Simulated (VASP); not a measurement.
Input of a VASP 6.6.1 run:

Contents of POSCAR:

```
BaTiO3
1.0
    3.9756623640      0.0000000000      0.0000000000
    0.0000000000      3.9756623640      0.0000000000
    0.0000000000      0.0000000000      3.9756044387
Ba Ti O
1 1 3
Direct
    0.5000000000      0.5000000000      0.5721977700
    0.0000000000      0.0000000000      0.0725846088
    0.0000000000      0.5000000000      0.0718165020
    0.5000000000      0.0000000000      0.0718165020
    0.0000000000      0.0000000000      0.5715816072
```

INCAR.step1

```
PREC     = Accurate       # precision mode
ENCUT    = 520            # plane-wave cutoff, eV
ISMEAR   = 0              # smearing method
SIGMA    = 0.02           # smearing width, eV
LREAL    = F              # projectors in reciprocal space
LASPH    = T              # aspherical terms in the spheres
NELM     = 150            # most SCF steps
LMAXMIX  = 4              # l up to which the mixer works
LDAU     = T              # DFT+U
LDAUTYPE = 2            
LDAUL    = -1 2 -1        # shell
LDAUU    = 0 4 0          # U, eV
LDAUJ    = 0 0 0        
NBANDS   = 28             # bands
GGA      = PE             # functional
ALGO     = Normal         # electronic algorithm
EDIFF    = 1E-4           # SCF threshold, eV
LWAVE    = T              # write WAVECAR
LCHARG   = F              # write CHGCAR
```

File INCAR.step2:

```
PREC     = Accurate       # precision mode
ENCUT    = 520            # plane-wave cutoff, eV
EDIFF    = 1E-7           # SCF threshold, eV
ISMEAR   = 0              # smearing method
SIGMA    = 0.02           # smearing width, eV
LREAL    = F              # projectors in reciprocal space
LASPH    = T              # aspherical terms in the spheres
NELM     = 150            # most SCF steps
ALGO     = Normal         # electronic algorithm
ISIF     = 2              # what is computed and relaxed
LWAVE    = F              # write WAVECAR
LCHARG   = F              # write CHGCAR
LMAXMIX  = 4              # l up to which the mixer works
LDAU     = T              # DFT+U
LDAUTYPE = 2            
LDAUL    = -1 2 -1        # shell
LDAUU    = 0 4 0          # U, eV
LDAUJ    = 0 0 0        
LDAUPRINT= 1            
METAGGA  = R2SCAN         # meta-GGA
LMIXTAU  = T            
NBANDS   = 28             # bands
ISTART   = 1
```

KPOINTS

```
Automatic mesh
0
Gamma
  6 6 6
```

Potentials or basis: VASP PAW PBE potentials, release 64 (Ba_sv, Ti_sv, O).

Command:

```console
$ cat potpaw_PBE.64/Ba_sv/POTCAR potpaw_PBE.64/Ti_sv/POTCAR potpaw_PBE.64/O/POTCAR > POTCAR
$ cp INCAR.step1 INCAR
$ mpirun -np 1 vasp_std > vasp.out
$ cp INCAR.step2 INCAR
$ mpirun -np 1 vasp_std > vasp.out
```

(1) Estimate the pressure.

(2) Predict the largest force.

(3) What does it give for the band gap on the k mesh?

Answers

(1) 8.2 GPa.

(2) 0.017 eV/Å.

(3) 2.72 eV (least direct gap 2.90 eV).

Caveat: the cell stands under pressure; the PAW data sets were made with another functional, which shifts forces and pressure a little; spin-orbit coupling is left out, which moves the levels of the heavy elements.
